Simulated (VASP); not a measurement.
A run of VASP 6.6.1 is set up as follows.

Contents of POSCAR:

```
HfGe
1.0
    3.3312143105      0.0000000000      0.0000000000
    0.0000000000      3.3312143105      0.0000000000
    0.0000000000      0.0000000000      3.3312143105
Hf Ge
1 1
Direct
    0.0000000000      0.0000000000      0.0000000000
    0.5000000000      0.5000000000      0.5000000000
```

File INCAR.step1:

```
PREC = Accurate
ENCUT = 520
EDIFF = 1E-5
ISMEAR = -1
SIGMA = 0.05
LREAL = False
LASPH = True
NELM = 80
ALGO = Normal
ISIF = 2
LWAVE = True
NBANDS = 19
GGA = PE
```

File INCAR.step2:

```
PREC = Accurate
ENCUT = 520
EDIFF = 1E-7
ISMEAR = -1
SIGMA = 0.05
LREAL = False
LASPH = True
NELM = 80
ALGO = Normal
ISIF = 2
LWAVE = False
LCHARG = True
GGA = PS
LHFCALC = True
AEXX = 0.25
HFSCREEN = 0.207
PRECFOCK = Normal
LELF = True
LVHAR = True
NBANDS = 19
ISTART = 1
```

KPOINTS

```
regular mesh
0
Gamma
  4 4 4
```

Potentials or basis: VASP PAW PBE potentials, release 64 (Hf_pv, Ge_d).

Command:

```bash
$ cat potpaw_PBE.64/Hf_pv/POTCAR potpaw_PBE.64/Ge_d/POTCAR > POTCAR
$ cp INCAR.step1 INCAR
$ mpirun -np 1 vasp_std > vasp.out
$ cp INCAR.step2 INCAR
$ mpirun -np 1 vasp_std > vasp.out
```

Predict the pressure.

-1.5 GPa.

What does it give for the band gap on the k mesh?

Zero (bands 12 and 13 overlap by 2.58 eV).

Caveat: the k points lie up to 0.47 Å⁻¹ apart, too coarse for converged energies and pressures of a metal; the PAW data sets were made with another functional, which shifts forces and pressure a little; spin-orbit coupling is left out, which moves the levels of the heavy elements.
